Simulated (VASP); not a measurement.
**GaAs (zincblende type): single point with PBE**

The system is GaAs (zincblende type).

```
Ga As
1.0
     0.00000    2.87231    2.87231
     2.87231    0.00000    2.87231
     2.87231    2.87231    0.00000
Ga As
1 1
Direct
  0.00000 0.00000 0.00000
  0.25000 0.25000 0.25000
```

```yaml
Program: VASP 6.6.1
Task: single point
Functional: PBE
Potentials_or_basis: VASP PAW PBE potentials, release 64 (Ga_d, As)
Cutoff: 520 eV
k_mesh: 10 × 10 × 10
Occupations: fermi-dirac, width 0.02 eV
Spin: no spin polarisation
Dipole_correction: no
Further_INCAR_settings: ALGO = Normal; EDIFF = 1e-06; NBANDS = 16
```

```
Pressure               : 0.2 GPa
Band gap on the k mesh : 0.17 eV, direct
```

Levels at points of the mesh, in eV from the valence-band top:
```csv
k point,band 7,band 8,band 9,band 10,band 11,band 12
"(0.00, 0.00, 0.00)",0.00,0.00,0.00,0.17,3.72,3.72
"(0.50, 0.00, 0.00)",-6.39,-1.07,-1.07,0.87,4.62,4.62
"(0.50, 0.50, 0.00)",-6.60,-2.51,-2.51,1.55,1.67,9.79
```

It took 15 s on 1 thread of Intel(R) Xeon(R) 6975P-C (Granite Rapids), on a shared host, peak memory 0.18 GiB.
